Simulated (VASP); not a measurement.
Au:

```
Au
1.0
     2.55350    0.00000    0.00000
     0.00000    2.55350    0.00000
     0.00000    0.00000    2.84942
Au
1
Cartesian
  0.0000 0.0000 1.4247
```

| Quantity | Value |
| --- | --- |
| Program | VASP 6.6.1 |
| Task | relaxation of cell and atoms |
| Functional | PBE |
| Potentials or basis | VASP PAW PBE potentials, release 64 (Au) |
| Cutoff | 600 eV |
| k mesh | 6 × 6 × 6 |
| Occupations | gaussian, width 0.1 eV |
| Spin | no spin polarisation |

At the start: pressure 20.0 GPa; volume 18.58 Å³/atom.

Question: Where does the relaxation end?

Answer: Over 9 steps the energy falls by 225.6 meV/atom and the volume is 20.42 Å³/atom (+9.9 %); space group Pm-3m (No. 221, to 0.05 Å).

The path:
| step | energy change (eV) | largest force (eV/Å) | pressure (GPa) | volume (Å³) |
| --- | --- | --- | --- | --- |
| 1 | 0.0000 | 0.0000 | 19.95 | 18.58 |
| 2 | 0.0140 | 0.0000 | -10.59 | 25.23 |
| 3 | -0.2118 | 0.0000 | -3.15 | 21.27 |
| 4 | -0.2131 | 0.0000 | -2.54 | 21.11 |
| 5 | -0.2135 | 0.0000 | -1.92 | 20.97 |
| 6 | -0.2254 | 0.0000 | 0.02 | 20.39 |
| 7 | -0.2255 | 0.0000 | 0.31 | 20.33 |
| 8 | -0.2255 | 0.0000 | 0.24 | 20.34 |
| 9 | -0.2256 | 0.0000 | -0.08 | 20.42 |

Final structure:
```yaml
crystal:
  lattice:
    - [2.73314, 0.00000, 0.00000]
    - [0.00000, 2.73314, 0.00000]
    - [0.00000, 0.00000, 2.73395]
  atoms:
    - { symbol: Au, position: [0.00000, 0.00000, 0.50000] }
```

Caveat: the k points lie up to 0.38 Å⁻¹ apart in the final cell.
